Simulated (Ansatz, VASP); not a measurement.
BN in VASP and in Ansatz

```
CELL_PARAMETERS angstrom
0.00000 1.87083 1.87083
1.87083 0.00000 1.87083
1.87083 1.87083 0.00000
ATOMIC_POSITIONS crystal
B 0.00000 0.00000 0.00000
N 0.25000 0.25000 0.25000
```

Alike in both runs: task single point; functional PBE; k mesh 12 × 12 × 12; occupations gaussian, width 0.02 eV; no spin polarisation.

```csv
,VASP,Ansatz
version,VASP 6.6.1,Ansatz 0.2.0
potentials or method,"VASP PAW PBE potentials, release 64 (B, N), cutoff 520 eV","scalar-relativistic, plane waves, PAW"
valence electrons in the cell,8,8
```

Ansatz gave:

```
gap on the k mesh at the Fermi level (eV) : 4.35
least direct gap on the mesh (eV)         : 8.34
```

Problem. Which values does VASP return?

Solution. gap on the k mesh at the Fermi level (eV): 4.34; least direct gap on the mesh (eV): 8.33.
